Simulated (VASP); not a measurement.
# Ga7SiN8 (a cell with a defect) in VASP: notebook

The runs below take Ga7SiN8 (a cell with a defect) through single point, with PBEsol.

Everything below comes from runs of VASP 6.6.1. Logs are shortened: lines on timing, memory, paths and dates and some standing lists are left out, and cuts for length are marked.

## Step 1: The cell of the first run

The cell holds a defect, 16 atoms: a = 6.365 Å, b = 5.513 Å, c = 5.186 Å, α = 90.00°, β = 90.00°, γ = 90.00°.

## Step 2: Single point, PBEsol, collinear spin

Contents of INCAR:

```
SYSTEM = Ga7SiN8
PREC = Accurate
ENCUT = 520
EDIFF = 1E-6
ISMEAR = -1
SIGMA = 0.05
LREAL = Auto
LASPH = .True.
NELM = 150
ALGO = Normal
ISIF = 2
LWAVE = .False.
LCHARG = .True.
ISPIN = 2
MAGMOM = 0 0 0 0 0 0 0 0.2 0 0.2 0.2 0.2 0 0 0 0.2
LORBIT = 11
GGA = PS
LELF = .True.
LVHAR = .True.
NBANDS = 86
```

Contents of KPOINTS:

```
Automatic mesh
0
Gamma
  2 2 2
  0.5 0.5 0.5
```

Contents of POSCAR:

```
Ga7SiN8
1.0
    6.3654920000      0.0000000000      0.0000000000
    0.0000000000      5.5126780000      0.0000000000
    0.0000000000      0.0000000000      5.1856180000
Ga Si N
7 1 8
Direct
    0.2346610000      0.1778810000      0.4891690000
    0.0050330000      0.6767720000      0.5014440000
    0.7507450000      0.1639490000      0.5057440000
    0.9952070000      0.3393340000      0.0100550000
    0.5006460000      0.3306780000      0.0108370000
    0.2538370000      0.8475700000      0.0201970000
    0.7585870000      0.8244780000      0.0012680000
    0.4974530000      0.6688710000      0.4916080000
    0.0005080000      0.3329840000      0.3629260000
    0.5016160000      0.3206120000      0.3827970000
    0.2432250000      0.8293580000      0.3880900000
    0.7501810000      0.8326560000      0.3816330000
    0.2337440000      0.1844750000      0.8855830000
    0.0089650000      0.6572350000      0.8891960000
    0.7509310000      0.1665510000      0.8729140000
    0.4985720000      0.6700350000      0.8687090000
```

Potentials or basis: VASP PAW PBE potentials, release 64 (Ga_d, Si, N).

Started as:

```
$ cat potpaw_PBE.64/Ga_d/POTCAR potpaw_PBE.64/Si/POTCAR potpaw_PBE.64/N/POTCAR > POTCAR
$ mpirun -np 1 vasp_std > vasp.out
```

OUTCAR:

```text
SYSTEM = Ga7SiN8
   PREC = Accurate
   ENCUT = 520
   EDIFF = 1E-6
   ISMEAR = -1
   LREAL = Auto
   LASPH = .True.
   NELM = 150
   ISIF = 2
   ISPIN = 2
   LORBIT = 11
   GGA = PS

 ion  position               nearest neighbor table
   1  0.235  0.178  0.489-   9 1.84  10 1.95  11 1.99  13 2.06
   2  0.005  0.677  0.501-  11 1.83  12 1.94  14 2.01   9 2.03
   3  0.751  0.164  0.506-  15 1.90  10 1.91  12 1.94   9 1.99
   4  0.995  0.339  0.010-   9 1.83  13 1.86  14 1.86  15 1.96
   5  0.501  0.331  0.011-  10 1.93  15 1.97  13 1.99  16 2.01
   6  0.254  0.848  0.020-  11 1.91  13 1.99  14 2.00  16 2.00
[... 8 lines left out ...]
  15  0.751  0.167  0.873-   3 1.90   4 1.96   5 1.97   7 2.00
  16  0.499  0.670  0.869-   8 1.96   7 1.98   6 2.00   5 2.01

  LATTYP: Found a simple orthorhombic cell.
 ALAT       =     5.1856180000
 B/A-ratio  =     1.0630705926
 C/A-ratio  =     1.2275281365

  Lattice vectors:

 A1 = (   0.0000000000,   0.0000000000,  -5.1856180000)
 A2 = (   0.0000000000,   5.5126780000,   0.0000000000)
 A3 = (   6.3654920000,   0.0000000000,   0.0000000000)

Analysis of symmetry for initial positions (statically):
=====================================================================
 Subroutine PRICEL returns:
 Original cell was already a primitive cell.

 Routine SETGRP: Setting up the symmetry group for a
 simple orthorhombic supercell.

 Subroutine GETGRP returns: Found  1 space group operations
 (whereof  1 operations were pure point group operations)
 out of a pool of  8 trial point group operations.

The static configuration has the point symmetry C_1 .

Analysis of symmetry for dynamics (positions and initial velocities):
=====================================================================
 Subroutine PRICEL returns:
 Original cell was already a primitive cell.

 Routine SETGRP: Setting up the symmetry group for a
 simple orthorhombic supercell.

 Subroutine GETGRP returns: Found  1 space group operations
 (whereof  1 operations were pure point group operations)
 out of a pool of  8 trial point group operations.

The dynamic configuration has the point symmetry C_1 .

Analysis of structural, dynamic, and magnetic symmetry:
=====================================================================
 Subroutine PRICEL returns:
 Original cell was already a primitive cell.

 Routine SETGRP: Setting up the symmetry group for a
 simple orthorhombic supercell.

 Subroutine GETGRP returns: Found  1 space group operations
 (whereof  1 operations were pure point group operations)
 out of a pool of  8 trial point group operations.

The overall configuration has the point symmetry C_1 .

 Subroutine INISYM returns: Found  1 space group operations
 (whereof  1 operations are pure point group operations),
 and found     1 'primitive' translations

----------------------------------------------------------------------------------------

                                     Primitive cell

  volume of cell :     181.9680

  direct lattice vectors                    reciprocal lattice vectors
     6.365492000  0.000000000  0.000000000     0.157097048  0.000000000  0.000000000
     0.000000000  5.512678000  0.000000000     0.000000000  0.181400038  0.000000000
     0.000000000  0.000000000  5.185618000     0.000000000  0.000000000  0.192841046

  length of vectors
     6.365492000  5.512678000  5.185618000     0.157097048  0.181400038  0.192841046

  position of ions in fractional coordinates (direct lattice)
     0.234661000  0.177881000  0.489169000
     0.005033000  0.676772000  0.501444000
     0.750745000  0.163949000  0.505744000
     0.995207000  0.339334000  0.010055000
     0.500646000  0.330678000  0.010837000
     0.253837000  0.847570000  0.020197000
[... 8 lines left out ...]
     0.750931000  0.166551000  0.872914000
     0.498572000  0.670035000  0.868709000

  ion indices of the primitive-cell ions
   primitive index   ion index
                 1           1
                 2           2
                 3           3
                 4           4
                 5           5
[... 44 lines left out ...]
   k-points           NKPTS =      4   k-points in BZ     NKDIM =      4   number of bands    NBANDS=     86
   number of dos      NEDOS =    301   number of ions     NIONS =     16
   total plane-waves  NPLWV =  80640
   dimension x,y,z NGX =    48 NGY =   42 NGZ =   40
   dimension x,y,z NGXF=    96 NGYF=   84 NGZF=   80
   ions per type =               7   1   8
   NGX,Y,Z   is equivalent  to a cutoff of  12.54, 12.67, 12.82 a.u.
   NGXF,Y,Z  is equivalent  to a cutoff of  25.07, 25.33, 25.65 a.u.
 SYSTEM =  Ga7SiN8
   PREC   = accura    normal or accurate (medium, high low for compatibility)
   ISTART =      0    job   : 0-new  1-cont  2-samecut
   ICHARG =      2    charge: 1-file 2-atom 10-const
   ISPIN  =      2    spin polarized calculation?
   LNONCOLLINEAR =      F non collinear calculations
   LSORBIT =      F    spin-orbit coupling
   LASPH  =      T    aspherical Exc in radial PAW
   ENCUT  =  520.0 eV  38.22 Ry    6.18 a.u.  11.84 10.25  9.64*2*pi/ulx,y,z
   NELM   =    150;   NELMIN=  2; NELMDL= -5     # of ELM steps
   EDIFF  = 0.1E-05   stopping-criterion for ELM
   LREAL  =      T    real-space projection
   EDIFFG = 0.1E-04   stopping-criterion for IOM
   NSW    =      0    number of steps for IOM
   IBRION =     -1    ionic relax: 0-MD 1-quasi-New 2-CG
   NFREE  =      0    steps in history (QN), initial steepest desc. (CG)
   ISIF   =      2    stress and relaxation
   ISYM   =      2    0-nonsym 1-usesym 2-fastsym
   POTIM  = 0.5000    time-step for ionic-motion
   TEBEG  =    0.0;   TEEND  =   0.0 temperature during run
   PSTRESS=    0.0 pullay stress
   NELECT =     135.0000    total number of electrons
   NUPDOWN=      -1.0000    fix difference up-down
   EMIN   =  10.00;   EMAX   =-10.00  energy-range for DOS
   EFERMI =   0.00;   METHOD = LEGACY
   ISMEAR =    -1;   SIGMA  =   0.05  broadening in eV -4-tet -1-fermi 0-gaus
   EFERMI_NEDOS =   21; number of points for ismear=-14 and -15
   IALGO  =     38    algorithm
   IMIX   =      4    mixing-type and parameters
     AMIX     =   0.40;   BMIX     =  1.00
     AMIX_MAG =   1.60;   BMIX_MAG =  1.00
  volume/ion in A,a.u.               =      11.37        76.75
  Fermi-wavevector in a.u.,A,eV,Ry     =   1.482021  2.800614 29.883652  2.196386
  Thomas-Fermi vector in A             =   2.595859
   LORBIT       =     11    0 simple, 1 ext, 2 COOP (PROOUT), +10 PAW based schemes
   GGA     = PS    functional components
   LHFCALC =     F    Hartree Fock is set to
   AEXX    =    0.0000 exact exchange contribution
   IVDW    =     0    specifies the selected vdW correction
   LEPSILON=     F    determine dielectric tensor
   LRPA    =     F    only Hartree local field effects (RPA)
 spin polarized calculation
  energy-cutoff  :      520.00
  volume of cell :      181.97
 maximum number of plane-waves:      4899
   NGX = 23   NGY = 21   NGZ = 19

 number of electron     134.9999985 magnetization       0.6617105

 Free energy of the ion-electron system (eV)
  ---------------------------------------------------
  ext. energy  EPLUGINS =         0.00000000
  ---------------------------------------------------
  free energy    TOTEN  =      -105.04973953 eV

  energy without entropy =     -105.01045013  energy(sigma->0) =     -105.03009483

 E-fermi :   8.9620     XC(G=0): -11.8428

 val. band max:        8.9221231127   @ k =   0.2500   0.2500   0.2500
 cond. band min:       8.9993202166   @ k =  -0.2500  -0.2500   0.2500
 fundamental gap:      0.0771971039
 Fermi energy:         8.9619844697

 spin component 1

 k-point     1 :       0.2500    0.2500    0.2500
  band No.  band energies     occupation
      1     -10.5541      1.00000
      2     -10.0268      1.00000
      3      -9.8636      1.00000
      4      -9.6625      1.00000
      5      -9.5476      1.00000
      6      -9.3577      1.00000
[... 317 lines left out ...]
     78      12.4285      0.00000
     79      12.6028      0.00000
 Fermi energy:         8.9619844697

 spin component 2

 k-point     1 :       0.2500    0.2500    0.2500
  band No.  band energies     occupation
      1     -10.4759      1.00000
      2      -9.9826      1.00000
      3      -9.8049      1.00000
      4      -9.6082      1.00000
      5      -9.5216      1.00000
      6      -9.3390      1.00000
[... 317 lines left out ...]
     78      12.5181      0.00000
     79      12.6688      0.00000
 [bands above 79 left out]

------------------------ aborting loop because EDIFF is reached ----------------------------------------

  FORCE on cell =-STRESS in cart. coord.  units (eV):
  Direction    XX          YY          ZZ          XY          YZ          ZX
  --------------------------------------------------------------------------------------
  -------------------------------------------------------------------------------------
  Total        2.0927067     -0.3218082      2.0980132     -1.3282783     -0.9203122     -0.5992575
  in kB       18.4256930     -2.8334302     18.4724149    -11.6951162     -8.1030897     -5.2762934
  external PRESSURE =      11.3548926 kB  Pullay stress =       0.0000000 kB

 VOLUME and BASIS-vectors are now :
 -----------------------------------------------------------------------------
  energy-cutoff  :      520.00
  volume of cell :      181.97
      direct lattice vectors                 reciprocal lattice vectors
     6.365492000  0.000000000  0.000000000     0.157097048  0.000000000  0.000000000
     0.000000000  5.512678000  0.000000000     0.000000000  0.181400038  0.000000000
     0.000000000  0.000000000  5.185618000     0.000000000  0.000000000  0.192841046

 POSITION                                       TOTAL-FORCE (eV/Angst)
 -----------------------------------------------------------------------------------
      1.49373      0.98060      2.53664         1.225407     -0.701466      1.910421
      0.03204      3.73083      2.60030        -1.282356     -1.650527      1.386235
      4.77886      0.90380      2.62260         0.388725      0.314328      0.094551
      6.33498      1.87064      0.05214        -0.630097     -0.463049     -1.288028
      3.18686      1.82292      0.05620        -0.332529      0.003430     -1.191178
      1.61580      4.67238      0.10473        -0.071174     -0.240817     -1.774649
[... 8 lines left out ...]
      4.78005      0.91814      4.52660        -0.161004     -0.205203      0.768073
      3.17366      3.69369      4.50479         0.137729     -0.043233     -1.441787
 -----------------------------------------------------------------------------------
    total drift:                               -0.004669      0.000866     -0.001918

  FREE ENERGIE OF THE ION-ELECTRON SYSTEM (eV)
  ---------------------------------------------------
  free  energy   TOTEN  =      -105.0497395261 eV

  energy  without entropy=     -105.0104501267  energy(sigma->0) =     -105.03009483

 total charge

# of ion       s       p       d       tot
------------------------------------------
    1        0.799   0.896  10.178  11.873
    2        0.797   0.911  10.183  11.892
    3        0.795   0.923  10.191  11.909
    4        0.812   1.043  10.262  12.117
    5        0.790   0.866  10.159  11.816
    6        0.793   0.867  10.159  11.819
[... 8 lines left out ...]
   15        1.223   2.497   0.000   3.720
   16        1.249   2.438   0.000   3.686
--------------------------------------------------
tot         16.204  27.077  71.295 114.576

 magnetization (x)

# of ion       s       p       d       tot
------------------------------------------
    1        0.005   0.005   0.001   0.012
    2        0.007   0.010   0.003   0.019
    3        0.004   0.006   0.002   0.012
    4       -0.000   0.001   0.002   0.003
    5        0.002   0.003   0.001   0.006
    6        0.005   0.004   0.002   0.011
[... 8 lines left out ...]
   15        0.004   0.011   0.000   0.014
   16        0.022   0.006   0.000   0.028
--------------------------------------------------
tot          0.195   0.211   0.011   0.417
```

Run time: 2.5 min. Hardware: 1 thread of AMD EPYC 9R45 (Zen 5), shared host; peak memory 0.34 GiB.

What came out:

```yaml
Free_energy: -105.0497 eV
Pressure: 1.1 GPa
Largest_force: 2.508 eV/Å
Band_gap_on_the_k_mesh: 0.08 eV
Net_moment: 0.66 μB per cell
Site_moments: Ga +0.01, +0.02, +0.00 (each value once); Si +0.07; N +0.02, +0.06, +0.01, +0.03 (each value once) μB
Valence_electrons_inside_the_program's_atomic_spheres: Ga 11.87, 11.89, 11.91, 12.12, 11.82 (each value once); Si 1.47; N 3.77, 3.73, 3.71, 3.72, 3.69 (each value once)
```

Forces in eV/Å, atoms in the order of the input:
```
Ga   1.225 -0.701  1.910
Ga  -1.282 -1.651  1.386
Ga   0.389  0.314  0.095
Ga  -0.630 -0.463 -1.288
Ga  -0.333  0.003 -1.191
Ga  -0.071 -0.241 -1.775
Ga  -0.518  0.623 -0.458
Si   0.295 -0.225  0.556
N   -1.278  0.919  1.903
N   -0.459  1.872  0.379
N    2.422  0.376  0.426
N   -1.234 -0.848  0.363
N    1.654 -1.309 -0.839
N   -0.156  1.580 -0.794
N   -0.161 -0.205  0.768
N    0.138 -0.043 -1.442
```

Caveat: the k points lie up to 0.61 Å⁻¹ apart; the PAW data sets were made with another functional, which shifts forces and pressure a little.

## Step 3: Single point, PBEsol, collinear spin

Contents of INCAR:

```
ALGO     = Normal         # electronic algorithm
EDIFF    = 1E-7           # SCF threshold, eV
ENCUT    = 520            # plane-wave cutoff, eV
GGA      = PS             # functional
ISIF     = 2              # what is computed and relaxed
ISMEAR   = -5             # smearing method
ISPIN    = 2              # spin polarisation
LASPH    = T              # aspherical terms in the spheres
LCHARG   = T              # write CHGCAR
LELF     = T              # ELF
LORBIT   = 11             # projections on sites
LREAL    = Auto         
LVHAR    = T            
LWAVE    = F              # write WAVECAR
MAGMOM   = 0 0 0 0 0 0 0 0.2 0 0.2 0.2 0.2 0 0 0 0.2 # initial moments
NBANDS   = 86             # bands
NELM     = 150            # most SCF steps
PREC     = Accurate       # precision mode
SIGMA    = 0.05           # smearing width, eV
```

KPOINTS is that of step 2.

POSCAR is that of step 2.

Potentials or basis: VASP PAW PBE potentials, release 64 (Ga_d, Si, N).

Started as:

```
$ cat potpaw_PBE.64/Ga_d/POTCAR potpaw_PBE.64/Si/POTCAR potpaw_PBE.64/N/POTCAR > POTCAR
$ mpirun -np 1 vasp_std > vasp.out
```

Run time: 2.5 min. Hardware: 1 thread of AMD EPYC 9R45 (Zen 5), shared host; peak memory 0.34 GiB.

It converged, with:

- Free energy: -105.0379 eV
- Pressure: 1.1 GPa
- Largest force: 2.482 eV/Å
- Band gap on the k mesh: 0.17 eV
- Net moment: 1.00 μB per cell
- Site moments: Ga +0.02, +0.03, +0.00, +0.01 (each value once); Si +0.11; N +0.03, +0.08, +0.09, +0.02, +0.04 (each value once) μB
- Valence electrons inside the program's atomic spheres: Ga 11.87, 11.89, 11.91, 12.12, 11.81, 11.82 (each value once); Si 1.47; N 3.77, 3.73, 3.71, 3.72, 3.69 (each value once)

Forces in eV/Å, atoms in the order of the input:
```
Ga   1.225 -0.721  1.904
Ga  -1.281 -1.626  1.370
Ga   0.388  0.288  0.085
Ga  -0.625 -0.467 -1.277
Ga  -0.336  0.061 -1.177
Ga  -0.082 -0.280 -1.758
Ga  -0.513  0.601 -0.437
Si   0.280 -0.224  0.452
N   -1.286  0.919  1.907
N   -0.444  1.832  0.391
N    2.371  0.419  0.420
N   -1.172 -0.825  0.365
N    1.682 -1.306 -0.807
N   -0.166  1.575 -0.804
N   -0.185 -0.193  0.807
N    0.145 -0.053 -1.441
```

Stress tensor (GPa, compression positive):
```
 1.94 -1.18 -0.52
-1.18 -0.31 -0.85
-0.52 -0.85  1.64
```

Levels at points of the mesh, in eV from the valence-band top:
Spin up:
```
           k point  band 66  band 67  band 68  band 69  band 70  band 71
(0.25, 0.25, 0.25)    -4.27    -4.06     0.00     0.46     0.91     1.18
```
Spin down:
```csv
k point,band 65,band 66,band 67,band 68,band 69,band 70
"(0.25, 0.25, 0.25)",-4.59,-4.20,-4.01,0.28,0.64,1.06
```

Caveat: the k points lie up to 0.61 Å⁻¹ apart; the PAW data sets were made with another functional, which shifts forces and pressure a little.
